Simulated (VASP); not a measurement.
Runs of VASP 6.6.1 on LiF (Griceite). The structure is that of space group Fm-3m (No. 225), or close to it. The cells are those of the table. 

```csv
cell,gap on the mesh (eV)
"a = 2.922 Å, angles 60.0°, 2 atoms",(a)
"a = 2.810 Å, angles 60.0°, 2 atoms",9.21
"a = 2.770 Å, angles 60.0°, 2 atoms",9.62
"a = 2.729 Å, angles 60.0°, 2 atoms",(b)
"a = 2.848 Å, angles 60.0°, 2 atoms",8.83
"a = 2.958 Å, angles 60.0°, 2 atoms",7.89
"a = 2.886 Å, angles 60.0°, 2 atoms",8.49
```

Alike in all rows: task single point; level LDA; potentials or basis VASP PAW LDA potentials, release 64 (Li_sv, F); no spin polarisation; k mesh 7 × 7 × 7; cutoff (eV) 520; smearing gaussian 0.01 eV.

Question: Estimate the missing entries.

Answer: (a) 8.18; (b) 10.08.

